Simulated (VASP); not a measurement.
The system is CuRu2.

```
CELL_PARAMETERS angstrom
4.14283 0.00000 0.00000
-2.07142 3.58780 0.00000
0.00000 0.00000 2.63356
ATOMIC_POSITIONS crystal
Cu 0.00000 0.00000 0.00000
Ru 0.33333 0.66667 0.50000
Ru 0.66667 0.33333 0.50000
```

| Property | Result |
| --- | --- |
| Program | VASP 6.6.1 |
| Task | relaxation of cell and atoms |
| Functional | PBE |
| Potentials or basis | VASP PAW PBE potentials, release 64 (Cu, Ru_pv) |
| Cutoff | 600 eV |
| k mesh | 6 × 6 × 6 |
| Occupations | gaussian, width 0.1 eV |
| Spin | no spin polarisation |

At the start: pressure 16.7 GPa; volume 13.05 Å³/atom.

Task: Where does the relaxation end?

Result: Over 7 steps the energy falls by 61.7 meV/atom and the volume is 13.77 Å³/atom (+5.6 %); space group P6/mmm (No. 191, to 0.1 Å) before and after.

The path:
| step | energy change (eV) | largest force (eV/Å) | pressure (GPa) | volume (Å³) |
| --- | --- | --- | --- | --- |
| 1 | 0.0000 | 0.0000 | 16.70 | 39.14 |
| 2 | 0.2955 | 0.0000 | -22.09 | 47.30 |
| 3 | -0.1625 | 0.0000 | -1.69 | 41.94 |
| 4 | -0.1842 | 0.0000 | -0.82 | 41.49 |
| 5 | -0.1845 | 0.0000 | -1.04 | 41.53 |
| 6 | -0.1838 | 0.0000 | 1.85 | 41.06 |
| 7 | -0.1852 | 0.0000 | 0.03 | 41.32 |

Final structure:
```cif
data_structure
_symmetry_space_group_name_H-M 'P 1'
_symmetry_Int_Tables_number 1
_cell_length_a 4.2914
_cell_length_b 4.2914
_cell_length_c 2.5908
_cell_angle_alpha 90.000
_cell_angle_beta 90.000
_cell_angle_gamma 120.000
_cell_volume 41.32
loop_
_atom_site_label
_atom_site_type_symbol
_atom_site_fract_x
_atom_site_fract_y
_atom_site_fract_z
_atom_site_occupancy
Cu1 Cu 0.00000 0.00000 0.00000 1
Ru1 Ru 0.33333 0.66667 0.50000 1
Ru2 Ru 0.66667 0.33333 0.50000 1
```

Caveat: the k points lie up to 0.40 Å⁻¹ apart in the final cell, too coarse for converged energies and pressures of a metal.
